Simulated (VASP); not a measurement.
# Ag (P6_3/mmc) in VASP: a series of runs

Ag is run at these levels: PBEsol; tasks: single point.

Everything below comes from runs of VASP 6.6.1. Logs are shortened: lines on timing, memory, paths and dates and some standing lists are left out, and cuts for length are marked.

## 1. The cell of the first run

It takes space group P6_3/mmc (No. 194, hexagonal). The conventional cell has a = 3.013 Å, b = 3.013 Å, c = 4.531 Å, α = 90.00°, β = 90.00°, γ = 120.00°. Ag (site symmetry -6m2) has 12 Ag at 2.86 to 3.01 Å within 3.8 Å.

This isn't the form of Ag at room conditions, which is fcc.

## 2. Single point, PBEsol

Input file INCAR:

```
PREC     = Accurate       # precision mode
ENCUT    = 520            # plane-wave cutoff, eV
EDIFF    = 1E-6           # SCF threshold, eV
ISMEAR   = 0              # smearing method
SIGMA    = 0.15           # smearing width, eV
LREAL    = False          # projectors in reciprocal space
LASPH    = True           # aspherical terms in the spheres
NELM     = 100            # most SCF steps
ALGO     = Fast           # electronic algorithm
ISIF     = 2              # what is computed and relaxed
LWAVE    = False          # write WAVECAR
LCHARG   = False          # write CHGCAR
GGA      = PS             # functional
NBANDS   = 18             # bands
```

Input file KPOINTS:

```
regular mesh
0
Gamma
  24 24 12
```

Input file POSCAR:

```
Ag
1.0
    3.0125763338      0.0000000000      0.0000000000
   -1.5062881669      2.6089676359      0.0000000000
    0.0000000000      0.0000000000      4.5310000292
Ag
2
Direct
    0.3333333333      0.6666666667      0.2500000000
    0.6666666667      0.3333333333      0.7500000000
```

Potentials or basis: VASP PAW PBE potentials, release 64 (Ag).

Command:

```sh
$ cat potpaw_PBE.64/Ag/POTCAR > POTCAR
$ mpirun -np 1 vasp_std > vasp.out
```

OUTCAR:

```text
PREC = Accurate
   ENCUT = 520
   EDIFF = 1E-6
   ISMEAR = 0
   LREAL = False
   LASPH = True
   NELM = 100
   ISIF = 2
   GGA = PS

 ion  position               nearest neighbor table
   1  0.333  0.667  0.250-   2 2.86   2 2.86   2 2.86   2 2.86   2 2.86   2 2.86
   2  0.667  0.333  0.750-   1 2.86   1 2.86   1 2.86   1 2.86   1 2.86   1 2.86

  LATTYP: Found a hexagonal cell.
 ALAT       =     3.0125763338
 C/A-ratio  =     1.5040282891

  Lattice vectors:

 A1 = (   3.0125763338,   0.0000000000,   0.0000000000)
 A2 = (  -1.5062881669,   2.6089676359,   0.0000000000)
 A3 = (   0.0000000000,   0.0000000000,   4.5310000292)

Analysis of symmetry for initial positions (statically):
=====================================================================
 Subroutine PRICEL returns:
 Original cell was already a primitive cell.

 Routine SETGRP: Setting up the symmetry group for a
 hexagonal supercell.

 Subroutine GETGRP returns: Found 24 space group operations
 (whereof 12 operations were pure point group operations)
 out of a pool of 24 trial point group operations.

The static configuration has the point symmetry D_3d.
 The point group associated with its full space group is D_6h.

Analysis of symmetry for dynamics (positions and initial velocities):
=====================================================================
 Subroutine PRICEL returns:
 Original cell was already a primitive cell.

 Routine SETGRP: Setting up the symmetry group for a
 hexagonal supercell.

 Subroutine GETGRP returns: Found 24 space group operations
 (whereof 12 operations were pure point group operations)
 out of a pool of 24 trial point group operations.

The dynamic configuration has the point symmetry D_3d.
 The point group associated with its full space group is D_6h.

 Subroutine INISYM returns: Found 24 space group operations
 (whereof 12 operations are pure point group operations),
 and found     1 'primitive' translations

----------------------------------------------------------------------------------------

                                     Primitive cell

  volume of cell :      35.6124

  direct lattice vectors                    reciprocal lattice vectors
     3.012576334  0.000000000  0.000000000     0.331941796  0.191646686  0.000000000
    -1.506288167  2.608967636  0.000000000     0.000000000  0.383293371  0.000000000
     0.000000000  0.000000000  4.531000029     0.000000000  0.000000000  0.220701830

  length of vectors
     3.012576334  3.012576334  4.531000029     0.383293371  0.383293371  0.220701830

  position of ions in fractional coordinates (direct lattice)
     0.333333333  0.666666667  0.250000000
     0.666666667  0.333333333  0.750000000

  ion indices of the primitive-cell ions
   primitive index   ion index
                 1           1
                 2           2

----------------------------------------------------------------------------------------

 KPOINTS: regular mesh

Automatic generation of k-mesh.
 Grid dimensions read from file:
 generate k-points for:   24   24   12

 Generating k-lattice:

  Cartesian coordinates                     Fractional coordinates (reciprocal lattice)
     0.013830908  0.007985279  0.000000000     0.041666667  0.000000000  0.000000000
     0.000000000  0.015970557  0.000000000     0.000000000  0.041666667  0.000000000
     0.000000000  0.000000000  0.018391819     0.000000000  0.000000000  0.083333333

  Length of vectors
     0.015970557  0.015970557  0.018391819

  Shift w.r.t. Gamma in fractional coordinates (k-lattice)
     0.000000000  0.000000000  0.000000000

 Subroutine IBZKPT returns following result:
 ===========================================

 Found    427 irreducible k-points:

 Following reciprocal coordinates:
            Coordinates               Weight
  0.000000  0.000000  0.000000      1.000000
  0.041667 -0.000000  0.000000      6.000000
  0.083333  0.000000  0.000000      6.000000
  0.125000 -0.000000  0.000000      6.000000
  0.166667  0.000000  0.000000      6.000000
  0.208333 -0.000000  0.000000      6.000000
[... 16 lines left out ...]
  0.416667  0.041667  0.000000     12.000000
  0.458333  0.041667  0.000000     12.000000
 [... further k-points ...]
   k-points           NKPTS =    427   k-points in BZ     NKDIM =    427   number of bands    NBANDS=     18
   number of dos      NEDOS =    301   number of ions     NIONS =      2
   total plane-waves  NPLWV =  20736
   dimension x,y,z NGX =    24 NGY =   24 NGZ =   36
   dimension x,y,z NGXF=    48 NGYF=   48 NGZF=   72
   ions per type =               2
   NGX,Y,Z   is equivalent  to a cutoff of  13.24, 13.24, 13.21 a.u.
   NGXF,Y,Z  is equivalent  to a cutoff of  26.49, 26.49, 26.42 a.u.
 SYSTEM =  unknown system
   PREC   = accura    normal or accurate (medium, high low for compatibility)
   ISTART =      0    job   : 0-new  1-cont  2-samecut
   ICHARG =      2    charge: 1-file 2-atom 10-const
   ISPIN  =      1    spin polarized calculation?
   LNONCOLLINEAR =      F non collinear calculations
   LSORBIT =      F    spin-orbit coupling
   LASPH  =      T    aspherical Exc in radial PAW
   ENCUT  =  520.0 eV  38.22 Ry    6.18 a.u.   5.60  5.60  8.42*2*pi/ulx,y,z
   NELM   =    100;   NELMIN=  2; NELMDL= -5     # of ELM steps
   EDIFF  = 0.1E-05   stopping-criterion for ELM
   LREAL  =      F    real-space projection
   EDIFFG = 0.1E-04   stopping-criterion for IOM
   NSW    =      0    number of steps for IOM
   IBRION =     -1    ionic relax: 0-MD 1-quasi-New 2-CG
   NFREE  =      0    steps in history (QN), initial steepest desc. (CG)
   ISIF   =      2    stress and relaxation
   ISYM   =      2    0-nonsym 1-usesym 2-fastsym
   POTIM  = 0.5000    time-step for ionic-motion
   TEBEG  =    0.0;   TEEND  =   0.0 temperature during run
   PSTRESS=    0.0 pullay stress
   NELECT =      22.0000    total number of electrons
   NUPDOWN=      -1.0000    fix difference up-down
   EMIN   =  10.00;   EMAX   =-10.00  energy-range for DOS
   EFERMI =   0.00;   METHOD = LEGACY
   ISMEAR =     0;   SIGMA  =   0.15  broadening in eV -4-tet -1-fermi 0-gaus
   EFERMI_NEDOS =   21; number of points for ismear=-14 and -15
   IALGO  =     68    algorithm
   IMIX   =      4    mixing-type and parameters
     AMIX     =   0.40;   BMIX     =  1.00
     AMIX_MAG =   1.60;   BMIX_MAG =  1.00
  volume/ion in A,a.u.               =      17.81       120.16
  Fermi-wavevector in a.u.,A,eV,Ry     =   1.394276  2.634800 26.449806  1.944006
  Thomas-Fermi vector in A             =   2.517841
   LORBIT       =      0    0 simple, 1 ext, 2 COOP (PROOUT), +10 PAW based schemes
   GGA     = PS    functional components
   LHFCALC =     F    Hartree Fock is set to
   AEXX    =    0.0000 exact exchange contribution
   IVDW    =     0    specifies the selected vdW correction
   LEPSILON=     F    determine dielectric tensor
   LRPA    =     F    only Hartree local field effects (RPA)
 non-spin polarized calculation
 RMM-DIIS sequential band-by-band and
 Gauss-broadening in eV      SIGMA  =   0.15
  energy-cutoff  :      520.00
  volume of cell :       35.61
 maximum number of plane-waves:      1001
 NGX is ok and might be reduce to    24
   NGX = 11   NGY = 11   NGZ = 17

 number of electron      21.9999994 magnetization

 Free energy of the ion-electron system (eV)
  ---------------------------------------------------
  ext. energy  EPLUGINS =         0.00000000
  ---------------------------------------------------
  free energy    TOTEN  =        -6.51744445 eV

  energy without entropy =       -6.51086070  energy(sigma->0) =       -6.51415258

 E-fermi :   7.6612     XC(G=0): -12.1491

 val. band max:        7.6589141616   @ k =   0.3750   0.1667   0.0833
 cond. band min:       7.6640891031   @ k =   0.2083   0.1250   0.3333
 fundamental gap:      0.0051749415
 Fermi energy:         7.6612347644

 k-point     1 :       0.0000    0.0000    0.0000
  band No.  band energies     occupation
      1       0.1269      2.00000
      2       1.5507      2.00000
      3       3.1132      2.00000
      4       3.1132      2.00000
      5       3.3555      2.00000
      6       3.3898      2.00000
[... 10 lines left out ...]
     17      25.0099      0.00000
     18      26.3101      0.00000

 k-point     2 :       0.0417   -0.0000    0.0000
  band No.  band energies     occupation
      1       0.1705      2.00000
      2       1.5726      2.00000
      3       3.0699      2.00000
      4       3.1349      2.00000
      5       3.3729      2.00000
      6       3.3753      2.00000
[... 10 lines left out ...]
     17      25.2697      0.00000
     18      26.3067      0.00000

 k-point     3 :       0.0833    0.0000    0.0000
  band No.  band energies     occupation
      1       0.2995      2.00000
      2       1.6349      2.00000
      3       2.9797      2.00000
      4       3.1992      2.00000
      5       3.3193      2.00000
      6       3.3341      2.00000
[... 10 lines left out ...]
     17      25.5981      0.00000
     18      26.2814      0.00000

 k-point     4 :       0.1250   -0.0000    0.0000
  band No.  band energies     occupation
      1       0.5078      2.00000
      2       1.7264      2.00000
      3       2.8797      2.00000
      4       3.2213      2.00000
      5       3.2719      2.00000
      6       3.3031      2.00000
[... 375 lines left out ...]
      4       2.8011      2.00000
      5       3.4968      2.00000
      6       3.5347      2.00000
[... 10 lines left out ...]
     17      19.5694      0.00000
     18      23.3614      0.00000

 k-point    23 :       0.4167    0.0417    0.0000
  band No.  band energies     occupation
      1       1.6647      2.00000
      2       1.9472      2.00000
      3       1.9761      2.00000
      4       2.7676      2.00000
      5       3.5098      2.00000
      6       3.6391      2.00000
[... 10 lines left out ...]
     17      18.7881      0.00000
     18      23.1431      0.00000

 k-point    24 :       0.4583    0.0417    0.0000
  band No.  band energies     occupation
      1       1.6392      2.00000
      2       1.9314      2.00000
      3       1.9470      2.00000
      4       2.7506      2.00000
      5       3.4973      2.00000
      6       3.6921      2.00000
[... 10 lines left out ...]
     17      18.2718      0.00000
     18      23.0333      0.00000

 [... further k-points ...]

------------------------ aborting loop because EDIFF is reached ----------------------------------------

  FORCE on cell =-STRESS in cart. coord.  units (eV):
  Direction    XX          YY          ZZ          XY          YZ          ZX
  --------------------------------------------------------------------------------------
  -------------------------------------------------------------------------------------
  Total       -1.7290753     -1.7290753     -0.3605514      0.0000000      0.0000000      0.0000000
  in kB      -77.7899844    -77.7899844    -16.2209733      0.0000000      0.0000000      0.0000000
  external PRESSURE =     -57.2669807 kB  Pullay stress =       0.0000000 kB

 VOLUME and BASIS-vectors are now :
 -----------------------------------------------------------------------------
  energy-cutoff  :      520.00
  volume of cell :       35.61
      direct lattice vectors                 reciprocal lattice vectors
     3.012576334  0.000000000  0.000000000     0.331941796  0.191646686  0.000000000
    -1.506288167  2.608967636  0.000000000     0.000000000  0.383293371  0.000000000
     0.000000000  0.000000000  4.531000029     0.000000000  0.000000000  0.220701830

 POSITION                                       TOTAL-FORCE (eV/Angst)
 -----------------------------------------------------------------------------------
     -0.00000      1.73931      1.13275        -0.000000     -0.000000      0.000000
      1.50629      0.86966      3.39825         0.000000      0.000000      0.000000
 -----------------------------------------------------------------------------------
    total drift:                               -0.000000      0.000000     -0.000000

  FREE ENERGIE OF THE ION-ELECTRON SYSTEM (eV)
  ---------------------------------------------------
  free  energy   TOTEN  =        -6.5174444533 eV

  energy  without entropy=       -6.5108606974  energy(sigma->0) =       -6.51415258
```

Run time: 1.8 min. Hardware: 1 thread of AMD EPYC 9R45 (Zen 5), shared host; peak memory 0.3 GiB.

Results:

- Free energy: -6.5174 eV
- Pressure: -5.7 GPa
- Band gap on the k mesh: zero (bands 11 and 12 overlap by 6.88 eV)

Stress tensor (GPa, compression positive):
```
-7.78  0.00  0.00
 0.00 -7.78  0.00
 0.00  0.00 -1.62
```

Caveat: the cell stands under tension; the PAW data sets were made with another functional, which shifts forces and pressure a little.

[end of part 1 of 2]
